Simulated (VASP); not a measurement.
# AlN (wurtzite type) (P6_3/mmc) in VASP: notebook, part 2 of 2

VASP 6.6.1.

**4. Single point, PBE**

This run uses another cell than the first one, of 6.81 Å³/atom, 1.164 times its volume.

Input file INCAR:

```
ALGO = Normal
EDIFF = 1E-7
ENCUT = 520
GGA = PE
ISIF = 2
ISMEAR = -1
LASPH = T
LCHARG = F
LREAL = F
LWAVE = F
NBANDS = 16
NELM = 100
PREC = Accurate
SIGMA = 0.05
```

Input file KPOINTS:

```
k-points
0
Gamma
  13 13 7
```

Input file POSCAR:

```
AlN
1.0
    2.9467070697      0.0000000000      0.0000000000
   -1.4733535348      2.5519231799      0.0000000000
    0.0000000000      0.0000000000      3.6239332711
Al N
2 2
Direct
    0.3333333333      0.6666666667     -0.0619996272
    0.6666666667      0.3333333333      0.4380003728
    0.3333333333      0.6666666667      0.4379996272
    0.6666666667      0.3333333333      0.9379996272
```

Potentials or basis: VASP PAW PBE potentials, release 64 (Al, N).

Started as:

```console
> cat potpaw_PBE.64/Al/POTCAR potpaw_PBE.64/N/POTCAR > POTCAR
> mpirun -np 1 vasp_std > vasp.out
```

OUTCAR:

```text
EDIFF = 1E-7
   ENCUT = 520
   GGA = PE
   ISIF = 2
   ISMEAR = -1
   LASPH = T
   LREAL = F
   NELM = 100
   PREC = Accurate

 ion  position               nearest neighbor table
   1  0.333  0.667  0.938-   4 1.70   4 1.70   4 1.70   3 1.81   3 1.81   2 2.49   2 2.49   2 2.49
                             2 2.49   2 2.49   2 2.49
   2  0.667  0.333  0.438-   3 1.70   3 1.70   3 1.70   4 1.81   4 1.81   1 2.49   1 2.49   1 2.49
                             1 2.49   1 2.49   1 2.49
   3  0.333  0.667  0.438-   2 1.70   2 1.70   2 1.70   1 1.81   1 1.81
   4  0.667  0.333  0.938-   1 1.70   1 1.70   1 1.70   2 1.81   2 1.81

  LATTYP: Found a hexagonal cell.
 ALAT       =     2.9467070697
 C/A-ratio  =     1.2298247452

  Lattice vectors:

 A1 = (   2.9467070697,   0.0000000000,   0.0000000000)
 A2 = (  -1.4733535348,   2.5519231799,   0.0000000000)
 A3 = (   0.0000000000,   0.0000000000,   3.6239332711)

Analysis of symmetry for initial positions (statically):
=====================================================================
 Subroutine PRICEL returns:
 Original cell was already a primitive cell.

 Routine SETGRP: Setting up the symmetry group for a
 hexagonal supercell.

 Subroutine GETGRP returns: Found 24 space group operations
 (whereof  6 operations were pure point group operations)
 out of a pool of 24 trial point group operations.

The static configuration has the point symmetry C_3v.
 The point group associated with its full space group is D_6h.

Analysis of symmetry for dynamics (positions and initial velocities):
=====================================================================
 Subroutine PRICEL returns:
 Original cell was already a primitive cell.

 Routine SETGRP: Setting up the symmetry group for a
 hexagonal supercell.

 Subroutine GETGRP returns: Found 24 space group operations
[... 121 lines left out ...]
   EMIN   =  10.00;   EMAX   =-10.00  energy-range for DOS
   EFERMI =   0.00;   METHOD = LEGACY
   ISMEAR =    -1;   SIGMA  =   0.05  broadening in eV -4-tet -1-fermi 0-gaus
   EFERMI_NEDOS =   21; number of points for ismear=-14 and -15
   IALGO  =     38    algorithm
   IMIX   =      4    mixing-type and parameters
     AMIX     =   0.40;   BMIX     =  1.00
     AMIX_MAG =   1.60;   BMIX_MAG =  1.00
  volume/ion in A,a.u.               =       6.81        45.97
  Fermi-wavevector in a.u.,A,eV,Ry     =   1.370839  2.590511 25.568077  1.879201
  Thomas-Fermi vector in A             =   2.496590
   LORBIT       =      0    0 simple, 1 ext, 2 COOP (PROOUT), +10 PAW based schemes
   GGA     = PE    functional components
   LHFCALC =     F    Hartree Fock is set to
   AEXX    =    0.0000 exact exchange contribution
   IVDW    =     0    specifies the selected vdW correction
   LEPSILON=     F    determine dielectric tensor
   LRPA    =     F    only Hartree local field effects (RPA)
 non-spin polarized calculation
  energy-cutoff  :      520.00
  volume of cell :       27.25
 maximum number of plane-waves:       770
 NGX is ok and might be reduce to    24

 number of electron      16.0000002 magnetization

 Free energy of the ion-electron system (eV)
  ---------------------------------------------------
  ext. energy  EPLUGINS =         0.00000000
  ---------------------------------------------------
  free energy    TOTEN  =       -24.65718847 eV

  energy without entropy =      -24.65718847  energy(sigma->0) =      -24.65718847

 E-fermi :  13.8153     XC(G=0): -12.9476

 val. band max:       12.8878052500   @ k =   0.0000   0.0000   0.0000
 cond. band min:      17.5930284483   @ k =   0.3077   0.3077   0.0000
 fundamental gap:      4.7052231984
 Fermi energy:        13.8153407082

 k-point     1 :       0.0000    0.0000    0.0000
  band No.  band energies     occupation
      1      -7.2444      2.00000
      2      -1.3151      2.00000
      3       3.6074      2.00000
      4       8.3150      2.00000
      5       8.3150      2.00000
      6      10.4610      2.00000
[... 433 lines left out ...]
      3       4.4160      2.00000
      4       7.5496      2.00000
      5       7.9577      2.00000
      6       9.4396      2.00000
[... 8 lines left out ...]
     15      26.8062      0.00000
     16      27.9857      0.00000

 [... further k-points ...]
[... 5 lines left out ...]
  --------------------------------------------------------------------------------------
  -------------------------------------------------------------------------------------
  Total       27.6223778     27.6223778     27.6192326      0.0000000      0.0000000      0.0000000
  in kB     1624.0032330   1624.0032330   1623.8183176      0.0000000      0.0000000      0.0000000
  external PRESSURE =    1623.9415945 kB  Pullay stress =       0.0000000 kB

 VOLUME and BASIS-vectors are now :
 -----------------------------------------------------------------------------
  energy-cutoff  :      520.00
  volume of cell :       27.25
      direct lattice vectors                 reciprocal lattice vectors
     2.946707070  0.000000000  0.000000000     0.339361863  0.195930663  0.000000000
    -1.473353535  2.551923180  0.000000000     0.000000000  0.391861326  0.000000000
     0.000000000  0.000000000  3.623933271     0.000000000  0.000000000  0.275943271

 POSITION                                       TOTAL-FORCE (eV/Angst)
 -----------------------------------------------------------------------------------
     -0.00000      1.70128      3.39925         0.000000     -0.000000      0.000000
      1.47335      0.85064      1.58728        -0.000000     -0.000000      0.000000
     -0.00000      1.70128      1.58728         0.000000     -0.000000     -0.000000
      1.47335      0.85064      3.39925         0.000000      0.000000     -0.000000
 -----------------------------------------------------------------------------------
    total drift:                               -0.000000      0.000000      0.003734

  FREE ENERGIE OF THE ION-ELECTRON SYSTEM (eV)
  ---------------------------------------------------
  free  energy   TOTEN  =       -24.6571884746 eV

  energy  without entropy=      -24.6571884746  energy(sigma->0) =      -24.65718847
```

stdout:

```text
POSCAR found type information on POSCAR AlN
 POSCAR found :  2 types and       4 ions
 scaLAPACK will be used
 LDA part: xc-table for (Slater+PW92), standard interpolation
 POSCAR, INCAR and KPOINTS ok, starting setup
 FFT: planning ... GRIDC
 FFT: planning ... GRID_SOFT
 FFT: planning ... GRID
 WAVECAR not read
 entering main loop
```

Run time: 21 s. Hardware: 1 thread of Intel Xeon 6975P-C, shared host; peak memory 0.16 GiB.

What came out:

* Free energy: -24.6572 eV
* Pressure: 162.4 GPa
* Band gap on the k mesh: 4.71 eV, indirect (least direct gap 5.84 eV)

**5. Single point, PBE**

Input file INCAR:

```
SYSTEM = AlN
PREC = Accurate ; ENCUT = 520
EDIFF = 1E-6 ; ISMEAR = -1
SIGMA = 0.05 ; LREAL = .False.
LASPH = .True. ; NELM = 80
ALGO = Normal ; ISIF = 2
LWAVE = .False. ; LCHARG = .True.
GGA = PE ; LELF = .True.
LVHAR = .True. ; NBANDS = 16
```

Input file KPOINTS:

```
Automatic mesh
0
Gamma
  13 13 7
  0 0 0
```

POSCAR is that of step 4.

Started as:

```console
> cat potpaw_PBE.64/Al/POTCAR potpaw_PBE.64/N/POTCAR > POTCAR
> mpirun -np 1 vasp_std > vasp.out
```

Wall time 22 s (1 thread of Intel Xeon 6975P-C, shared host); peak memory 0.16 GiB.

The run converged. Its results:

| Quantity | Value |
| --- | --- |
| Free energy | -24.6572 eV |
| Pressure | 162.4 GPa |
| Band gap on the k mesh | 4.71 eV, indirect (least direct gap 5.84 eV) |

Levels at points of the mesh, in eV from the valence-band top:
| k point | band 5 | band 6 | band 7 | band 8 | band 9 | band 10 | band 11 | band 12 |
| --- | --- | --- | --- | --- | --- | --- | --- | --- |
| (0.00, 0.00, 0.00) | -4.57 | -2.43 | -2.43 | 0.00 | 5.84 | 7.79 | 10.50 | 10.50 |

A k mesh can miss the band edges.
